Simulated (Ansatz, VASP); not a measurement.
One calculation of CuAu, two programs

```
Au Cu
1.0
     2.75337    0.00000    0.00000
     0.00000    2.75337    0.00000
     0.00000    0.00000    3.60977
Au Cu
1 1
Direct
  0.00000 0.00000 0.00000
  0.50000 0.50000 0.50000
```

Alike in both runs: task single point; functional r2SCAN; k mesh 9 × 9 × 7; occupations fermi-dirac, width 0.05 eV; no spin polarisation.

|  | VASP | Ansatz |
| --- | --- | --- |
| version | VASP 6.6.1 | Ansatz 0.2.0 |
| potentials or method | VASP PAW PBE potentials, release 64 (Au_sv_GW, Cu_sv_GW) | Ansatz PAW |
| plane-wave cutoff (eV) | 770 | 500 |
| valence electrons in the cell | 38 | 38 |

```tsv
	VASP	Ansatz	Ansatz less VASP
gap on the k mesh at the Fermi level (eV)	none	none	-
pressure (GPa)	9.5	11.2	+1.71
traceless stress, the component that is largest in VASP (GPa)	-1.26	-1.21	+0.045
```

VASP's potentials were made for PBE, not for r2SCAN. A gap of «none» marks a metal or a gap that the smearing closes.

Neither program's run includes spin-orbit coupling.
